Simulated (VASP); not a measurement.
A run of VASP 6.6.1:

The input INCAR:

```
SYSTEM = Na
PREC = Accurate
ENCUT = 520
EDIFF = 1E-7
ISMEAR = 0
SIGMA = 0.1
LREAL = .False.
LASPH = .True.
NELM = 100
ALGO = Fast
ISIF = 2
LWAVE = .False.
LCHARG = .True.
GGA = PS
LELF = .True.
LVHAR = .True.
NBANDS = 30
```

Contents of KPOINTS:

```
Automatic mesh
0
Gamma
  6 10 4
  0 0 0
```

File POSCAR:

```
Na
1.0
    6.2792015085      0.0000000000      0.0279756955
    0.0000000000      3.6666845086      0.0000000000
   -2.3216216809      0.0000000000      9.1477030554
Na
6
Direct
    0.0000000000      0.0000000000      0.0000000000
    0.7261137482      0.5000000000      0.6666522961
    0.7738862518      0.0000000000      0.3333477039
    0.5000000000      0.5000000000      0.0000000000
    0.2261137482      0.0000000000      0.6666522961
    0.2738862518      0.5000000000      0.3333477039
```

Potentials or basis: VASP PAW PBE potentials, release 64 (Na_pv).

Command:

```bash
$ cat potpaw_PBE.64/Na_pv/POTCAR > POTCAR
$ mpirun -np 1 vasp_std > vasp.out
```

Hardware: 1 thread of Intel Xeon 8259CL (shared host).

How long does it take, and how much memory?

Run time: 21 min on 1 thread of Intel Xeon 8259CL, with other jobs on the host, peak memory 0.51 GiB. Counts: scf iterations 18, k points 84.
